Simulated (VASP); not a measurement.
SiC (Moissanite 3C): single point with PBEsol

**Measured values to compare with.**

From “Insight into the structural, elastic and electronic properties of a new orthorhombic 6O-SiC polytype”, 2020, pmc:7200658, for a bulk crystal of SiC: band gap 2.4 eV (indirect).

The system is SiC (Moissanite 3C).

```
CELL_PARAMETERS angstrom
0.00000 2.17900 2.17900
2.17900 0.00000 2.17900
2.17900 2.17900 0.00000
ATOMIC_POSITIONS crystal
Si 0.00000 0.00000 0.00000
C 0.25000 0.25000 0.25000
```

| Item | Value |
| --- | --- |
| Program | VASP 6.6.1 |
| Task | single point |
| Functional | PBEsol |
| Potentials or basis | VASP PAW PBE potentials, release 64 (Si, C) |
| Cutoff | 600 eV |
| k mesh | 10 × 10 × 10 |
| Occupations | gaussian, width 0.01 eV |
| Spin | no spin polarisation |

```yaml
Pressure: 0.0 GPa
Band_gap_on_the_k_mesh: 1.23 eV, indirect (least direct gap 4.44 eV)
```

Levels at points of the mesh, in eV from the valence-band top:
| k point | band 2 | band 3 | band 4 | band 5 | band 6 | band 7 |
| --- | --- | --- | --- | --- | --- | --- |
| (0.00, 0.00, 0.00) | 0.00 | 0.00 | 0.00 | 6.19 | 7.24 | 7.24 |
| (0.50, 0.00, 0.00) | -8.60 | -1.06 | -1.06 | 5.37 | 7.14 | 7.14 |
| (0.50, 0.50, 0.00) | -7.83 | -3.21 | -3.21 | 1.23 | 4.20 | 13.95 |

It used 39 s of CPU time on 1 thread of AMD EPYC 7R13 Processor (Zen 3) (shared host).

Measured gap of SiC: 2.4 eV (indirect; quoted in “Insight into the structural, elastic and electronic properties of a new orthorhombic 6O-SiC polytype”, 2020, pmc:7200658). This calculation gives 1.23 eV (-1.17 eV). The value is that of PBEsol on a finite k mesh, which can miss the band edges, without temperature or zero-point motion. Semilocal functionals fall short of measured gaps as a rule.

Caveat: the PAW data sets were made with another functional, which shifts forces and pressure a little.
